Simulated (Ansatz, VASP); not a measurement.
# Two plane-wave programs on GaAs

```xyz
2
Lattice="0.0000 2.8328 2.8328 2.8328 0.0000 2.8328 2.8328 2.8328 0.0000" Properties=species:S:1:pos:R:3 pbc="T T T"
Ga    0.0000    0.0000    0.0000
As    4.2492    4.2492    4.2492
```

Alike in both runs: functional r2SCAN; k mesh 8 × 8 × 8; occupations gaussian, width 0.02 eV; no spin polarisation.

Ansatz relaxed the structure, and its values are those at the end. VASP's run is a single point on that final structure, the one shown.

```csv
,VASP,Ansatz
version,VASP 6.6.1,Ansatz 0.2.0
potentials or method,"VASP PAW PBE potentials, release 64 (Ga_d, As), cutoff 520 eV","scalar-relativistic, plane waves, PAW"
valence electrons in the cell,18,28
```

|  | VASP | Ansatz | Ansatz less VASP |
| --- | --- | --- | --- |
| gap on the k mesh at the Fermi level (eV) | 0.95 | 0.97 | +0.023 |
| least direct gap on the mesh (eV) | 0.95 | 0.97 | +0.023 |
| pressure (GPa) | 0.2 | 0.0 | -0.16 |

VASP's potentials were made for PBE, not for r2SCAN. VASP's potentials hold 18 valence electrons a cell and Ansatz's 28, so a difference there can come from the potentials and not from the codes.
